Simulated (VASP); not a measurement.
A run of VASP 6.6.1 is set up as follows.

File INCAR:

```
SYSTEM = Dy3Re
ALGO = Normal
EDIFF = 1E-6
ENCUT = 600
GGA = PE
GGA_COMPAT = .False.
ISIF = 2
ISMEAR = 0
LASPH = .True.
LCHARG = .True.
LELF = .True.
LMAXMIX = 6
LREAL = .False.
LVHAR = .True.
LWAVE = .False.
NBANDS = 44
NELM = 200
PREC = Accurate
SIGMA = 0.1
```

Contents of KPOINTS:

```
k-points
0
Gamma
  4 4 4
  0 0 0
```

Contents of POSCAR:

```
Dy3Re
1.0
    5.4325903200      0.0000000000      0.0000000000
    0.0000000000      5.4325903200      0.0000000000
    0.0000000000      0.0000000000      5.4325903200
Dy Re
6 2
Direct
    0.2500000000      0.0000000000      0.5000000000
    0.5000000000      0.7500000000      0.0000000000
    0.7500000000      0.0000000000      0.5000000000
    0.5000000000      0.2500000000      0.0000000000
    0.0000000000      0.5000000000      0.7500000000
    0.0000000000      0.5000000000      0.2500000000
    0.0000000000      0.0000000000      0.0000000000
    0.5000000000      0.5000000000      0.5000000000
```

Potentials or basis: VASP PAW PBE potentials, release 64 (Dy_3, Re), 4f in core.

Run with:

```sh
$ cat potpaw_PBE.64/Dy_3/POTCAR potpaw_PBE.64/Re/POTCAR > POTCAR
$ mpirun -np 1 vasp_std > vasp.out
```

Estimate the band gap on the k mesh.

zero (bands 34 and 35 overlap by 0.52 eV).

Predict the pressure.

18.7 GPa.

Caveat: the cell stands under pressure; spin-orbit coupling is left out, which moves the levels of the heavy elements; the 4f electrons are frozen in the core, so they carry no moment and show no levels. Spin polarisation is off, so any magnetic state and its effect on volume and gap are missing.
